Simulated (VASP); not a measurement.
# HgTe (I4/mmm) in VASP: notebook

The runs below take HgTe through single point, with LDA.

Program: VASP 6.6.1. These are calculated values, not measurements. Logs are shortened: lines on timing, memory, paths and dates and some standing lists are left out, and cuts for length are marked.

**1. The cell of the first run**

The structure is tetragonal, space group I4/mmm (No. 139). The conventional cell has a = 4.008 Å, b = 4.008 Å, c = 5.843 Å, α = 90.00°, β = 90.00°, γ = 90.00°. Hg (site symmetry 4/mmm) has 6 Te at 2.83 to 2.92 Å within 3.7 Å. Te (site symmetry 4/mmm) has 6 Hg at 2.83 to 2.92 Å within 3.7 Å.

**2. Single point, LDA (equal xx and yy strain of -3 %)**

Contents of INCAR:

```
  ALGO = Normal
  EDIFF = 1E-7
  ENCUT = 520
  ISIF = 2
  ISMEAR = -1
  LASPH = True
  LCHARG = False
  LREAL = False
  LWAVE = False
  NBANDS = 16
  NELM = 80
  PREC = Accurate
  SIGMA = 0.08
```

Contents of KPOINTS:

```
k-points
0
Gamma
  10 10 10
```

Contents of POSCAR:

```
HgTe
1.0
    0.0000000000      2.8338550000      2.9215000000
    2.8338550000      0.0000000000      2.9215000000
    2.8338550000      2.8338550000      0.0000000000
Hg Te
1 1
Direct
    0.0000000000      0.0000000000      0.0000000000
    0.5000000000      0.5000000000      0.5000000000
```

Potentials or basis: VASP PAW LDA potentials, release 64 (Hg, Te).

Launch:

```sh
$ cat potpaw_LDA.64/Hg/POTCAR potpaw_LDA.64/Te/POTCAR > POTCAR
$ mpirun -np 1 vasp_std > vasp.out
```

OUTCAR:

```text
EDIFF = 1E-7
   ENCUT = 520
   ISIF = 2
   ISMEAR = -1
   LASPH = True
   LREAL = False
   NELM = 80
   PREC = Accurate

 ion  position               nearest neighbor table
   1  0.000  0.000  0.000-   2 2.83   2 2.83   2 2.83   2 2.83   2 2.92   2 2.92
   2  0.500  0.500  0.500-   1 2.83   1 2.83   1 2.83   1 2.83   1 2.92   1 2.92

  LATTYP: Found a body centered tetragonal cell.
 ALAT       =     4.0076761748
 C/A-ratio  =     1.4579521262

  Lattice vectors:

 A1 = (  -2.8338550000,   0.0000000000,   2.9215000000)
 A2 = (   2.8338550000,   0.0000000000,   2.9215000000)
 A3 = (   0.0000000000,   2.8338550000,  -2.9215000000)

Analysis of symmetry for initial positions (statically):
=====================================================================
 Subroutine PRICEL returns:
 Original cell was already a primitive cell.

 Routine SETGRP: Setting up the symmetry group for a
 body centered tetragonal supercell.

 Subroutine GETGRP returns: Found 16 space group operations
 (whereof 16 operations were pure point group operations)
 out of a pool of 16 trial point group operations.

The static configuration has the point symmetry D_4h.

Analysis of symmetry for dynamics (positions and initial velocities):
=====================================================================
 Subroutine PRICEL returns:
 Original cell was already a primitive cell.

 Routine SETGRP: Setting up the symmetry group for a
 body centered tetragonal supercell.

 Subroutine GETGRP returns: Found 16 space group operations
 (whereof 16 operations were pure point group operations)
 out of a pool of 16 trial point group operations.

The dynamic configuration has the point symmetry D_4h.

 Subroutine INISYM returns: Found 16 space group operations
 (whereof 16 operations are pure point group operations),
 and found     1 'primitive' translations

----------------------------------------------------------------------------------------

                                     Primitive cell

  volume of cell :      46.9236

  direct lattice vectors                    reciprocal lattice vectors
     0.000000000  2.833855000  2.921500000    -0.176438103  0.176438103  0.171144960
     2.833855000  0.000000000  2.921500000     0.176438103 -0.176438103  0.171144960
     2.833855000  2.833855000  0.000000000     0.176438103  0.176438103 -0.171144960

  length of vectors
     4.070122407  4.070122407  4.007676175     0.302574628  0.302574628  0.302574628

  position of ions in fractional coordinates (direct lattice)
     0.000000000  0.000000000  0.000000000
     0.500000000  0.500000000  0.500000000

  ion indices of the primitive-cell ions
   primitive index   ion index
                 1           1
                 2           2

----------------------------------------------------------------------------------------

 KPOINTS: k-points

Automatic generation of k-mesh.
 Grid dimensions read from file:
 generate k-points for:   10   10   10

 Generating k-lattice:

  Cartesian coordinates                     Fractional coordinates (reciprocal lattice)
    -0.017643810  0.017643810  0.017114496     0.100000000 -0.000000000  0.000000000
     0.017643810 -0.017643810  0.017114496    -0.000000000  0.100000000  0.000000000
     0.017643810  0.017643810 -0.017114496     0.000000000  0.000000000  0.100000000

  Length of vectors
     0.030257463  0.030257463  0.030257463

  Shift w.r.t. Gamma in fractional coordinates (k-lattice)
     0.000000000  0.000000000  0.000000000

 Subroutine IBZKPT returns following result:
 ===========================================

 Found    102 irreducible k-points:

 Following reciprocal coordinates:
            Coordinates               Weight
  0.000000  0.000000  0.000000      1.000000
  0.100000  0.000000  0.000000      8.000000
  0.200000  0.000000  0.000000      8.000000
  0.300000  0.000000  0.000000      8.000000
  0.400000  0.000000  0.000000      8.000000
  0.500000  0.000000  0.000000      4.000000
[... 16 lines left out ...]
  0.300000  0.300000  0.000000      2.000000
  0.400000  0.300000  0.000000      8.000000
 [... further k-points ...]
   k-points           NKPTS =    102   k-points in BZ     NKDIM =    102   number of bands    NBANDS=     16
   number of dos      NEDOS =    301   number of ions     NIONS =      2
   total plane-waves  NPLWV =  27000
   dimension x,y,z NGX =    30 NGY =   30 NGZ =   30
   dimension x,y,z NGXF=    60 NGYF=   60 NGZF=   60
   ions per type =               1   1
   NGX,Y,Z   is equivalent  to a cutoff of  12.25, 12.25, 12.44 a.u.
   NGXF,Y,Z  is equivalent  to a cutoff of  24.51, 24.51, 24.89 a.u.
 SYSTEM =  unknown system
   PREC   = accura    normal or accurate (medium, high low for compatibility)
   ISTART =      0    job   : 0-new  1-cont  2-samecut
   ICHARG =      2    charge: 1-file 2-atom 10-const
   ISPIN  =      1    spin polarized calculation?
   LNONCOLLINEAR =      F non collinear calculations
   LSORBIT =      F    spin-orbit coupling
   LASPH  =      T    aspherical Exc in radial PAW
   ENCUT  =  520.0 eV  38.22 Ry    6.18 a.u.   7.57  7.57  7.45*2*pi/ulx,y,z
   NELM   =     80;   NELMIN=  2; NELMDL= -5     # of ELM steps
   EDIFF  = 0.1E-06   stopping-criterion for ELM
   LREAL  =      F    real-space projection
   EDIFFG = 0.1E-05   stopping-criterion for IOM
   NSW    =      0    number of steps for IOM
   IBRION =     -1    ionic relax: 0-MD 1-quasi-New 2-CG
   NFREE  =      0    steps in history (QN), initial steepest desc. (CG)
   ISIF   =      2    stress and relaxation
   ISYM   =      2    0-nonsym 1-usesym 2-fastsym
   POTIM  = 0.5000    time-step for ionic-motion
   TEBEG  =    0.0;   TEEND  =   0.0 temperature during run
   PSTRESS=    0.0 pullay stress
   NELECT =      18.0000    total number of electrons
   NUPDOWN=      -1.0000    fix difference up-down
   EMIN   =  10.00;   EMAX   =-10.00  energy-range for DOS
   EFERMI =   0.00;   METHOD = LEGACY
   ISMEAR =    -1;   SIGMA  =   0.08  broadening in eV -4-tet -1-fermi 0-gaus
   EFERMI_NEDOS =   21; number of points for ismear=-14 and -15
   IALGO  =     38    algorithm
   IMIX   =      4    mixing-type and parameters
     AMIX     =   0.40;   BMIX     =  1.00
     AMIX_MAG =   1.60;   BMIX_MAG =  1.00
  volume/ion in A,a.u.               =      23.46       158.33
  Fermi-wavevector in a.u.,A,eV,Ry     =   1.189511  2.247851 19.251393  1.414937
  Thomas-Fermi vector in A             =   2.325617
   LORBIT       =      0    0 simple, 1 ext, 2 COOP (PROOUT), +10 PAW based schemes
   GGA     = CA    functional components
   LHFCALC =     F    Hartree Fock is set to
   AEXX    =    0.0000 exact exchange contribution
   IVDW    =     0    specifies the selected vdW correction
   LEPSILON=     F    determine dielectric tensor
   LRPA    =     F    only Hartree local field effects (RPA)
 non-spin polarized calculation
  energy-cutoff  :      520.00
  volume of cell :       46.92
 maximum number of plane-waves:      1291
   NGX = 15   NGY = 15   NGZ = 15

 number of electron      18.0000001 magnetization

 Free energy of the ion-electron system (eV)
  ---------------------------------------------------
  ext. energy  EPLUGINS =         0.00000000
  ---------------------------------------------------
  free energy    TOTEN  =        -4.74653816 eV

  energy without entropy =       -4.73337780  energy(sigma->0) =       -4.73995798

 E-fermi :   6.6139     XC(G=0): -11.0428

 val. band max:        6.5355677897   @ k =   0.3000   0.0000   0.0000
 cond. band min:       6.6385404459   @ k =   0.5000   0.1000   0.0000
 fundamental gap:      0.1029726562
 Fermi energy:         6.6139186306

 k-point     1 :       0.0000    0.0000    0.0000
  band No.  band energies     occupation
      1      -7.0100      2.00000
      2      -0.9967      2.00000
      3      -0.9672      2.00000
      4      -0.9348      2.00000
      5      -0.8670      2.00000
      6      -0.8670      2.00000
[... 8 lines left out ...]
     15      14.4032      0.00000
     16      15.0316      0.00000

 k-point     2 :       0.1000    0.0000    0.0000
  band No.  band energies     occupation
      1      -6.8902      2.00000
      2      -1.0552      2.00000
      3      -0.9968      2.00000
      4      -0.9539      2.00000
      5      -0.8706      2.00000
      6      -0.8484      2.00000
[... 8 lines left out ...]
     15      14.8430      0.00000
     16      14.9132      0.00000

 k-point     3 :       0.2000    0.0000    0.0000
  band No.  band energies     occupation
      1      -6.5422      2.00000
      2      -1.2102      2.00000
      3      -1.1363      2.00000
      4      -1.0174      2.00000
      5      -0.8222      2.00000
      6      -0.7883      2.00000
[... 8 lines left out ...]
     15      15.3161      0.00000
     16      15.3373      0.00000

 k-point     4 :       0.3000    0.0000    0.0000
  band No.  band energies     occupation
      1      -6.0113      2.00000
      2      -1.3905      2.00000
      3      -1.3131      2.00000
      4      -1.2222      2.00000
      5      -0.7324      2.00000
      6      -0.7082      2.00000
[... 8 lines left out ...]
     15      16.0797      0.00000
     16      16.1828      0.00000
[... 324 lines left out ...]
 k-point    22 :      -0.2000    0.2000    0.0000
  band No.  band energies     occupation
      1      -5.8423      2.00000
      2      -1.5293      2.00000
      3      -1.4815      2.00000
      4      -1.0162      2.00000
      5      -0.7261      2.00000
      6      -0.6565      2.00000
[... 8 lines left out ...]
     15      16.3751      0.00000
     16      18.1452      0.00000

 k-point    23 :       0.3000    0.3000    0.0000
  band No.  band energies     occupation
      1      -6.0273      2.00000
      2      -1.2742      2.00000
      3      -1.1158      2.00000
      4      -0.9074      2.00000
      5      -0.6657      2.00000
      6      -0.6657      2.00000
[... 8 lines left out ...]
     15      18.9011      0.00000
     16      19.0730      0.00000

 k-point    24 :       0.4000    0.3000    0.0000
  band No.  band energies     occupation
      1      -5.7719      2.00000
      2      -1.1511      2.00000
      3      -1.0950      2.00000
      4      -0.9774      2.00000
      5      -0.5846      2.00000
      6      -0.5698      2.00000
[... 8 lines left out ...]
     15      19.0905      0.00000
     16      19.1484      0.00000

 [... further k-points ...]
[... 5 lines left out ...]
  --------------------------------------------------------------------------------------
  -------------------------------------------------------------------------------------
  Total        3.7003040      3.7003040      2.1721035      0.0000000      0.0000000      0.0000000
  in kB      126.3446495    126.3446495     74.1651637      0.0000000      0.0000000      0.0000000
  external PRESSURE =     108.9514876 kB  Pullay stress =       0.0000000 kB

 VOLUME and BASIS-vectors are now :
 -----------------------------------------------------------------------------
  energy-cutoff  :      520.00
  volume of cell :       46.92
      direct lattice vectors                 reciprocal lattice vectors
     0.000000000  2.833855000  2.921500000    -0.176438103  0.176438103  0.171144960
     2.833855000  0.000000000  2.921500000     0.176438103 -0.176438103  0.171144960
     2.833855000  2.833855000  0.000000000     0.176438103  0.176438103 -0.171144960

 POSITION                                       TOTAL-FORCE (eV/Angst)
 -----------------------------------------------------------------------------------
      0.00000      0.00000      0.00000         0.000000     -0.000000      0.000000
      2.83385      2.83385      2.92150        -0.000000      0.000000      0.000000
 -----------------------------------------------------------------------------------
    total drift:                               -0.000000      0.000000      0.000000

  FREE ENERGIE OF THE ION-ELECTRON SYSTEM (eV)
  ---------------------------------------------------
  free  energy   TOTEN  =        -4.7465381628 eV

  energy  without entropy=       -4.7333777995  energy(sigma->0) =       -4.73995798
```

It took 31 s on 1 thread of Intel Xeon 6975P-C (Granite Rapids), shared host; peak memory 0.2 GiB.

What came out:

| Item | Value |
| --- | --- |
| Free energy | -4.7465 eV |
| Pressure | 10.9 GPa |
| Band gap on the k mesh | zero (band 9 reaches 7.26 eV, above the bottom of band 10 at 3.62 eV) |

Stress tensor (GPa, compression positive):
```
12.63  0.00  0.00
 0.00 12.63  0.00
 0.00  0.00  7.42
```

Caveat: the cell differs from its parent crystal (equal xx and yy strain of -3 %); spin-orbit coupling is left out, which moves the levels of the heavy elements.

[end of part 1 of 2]
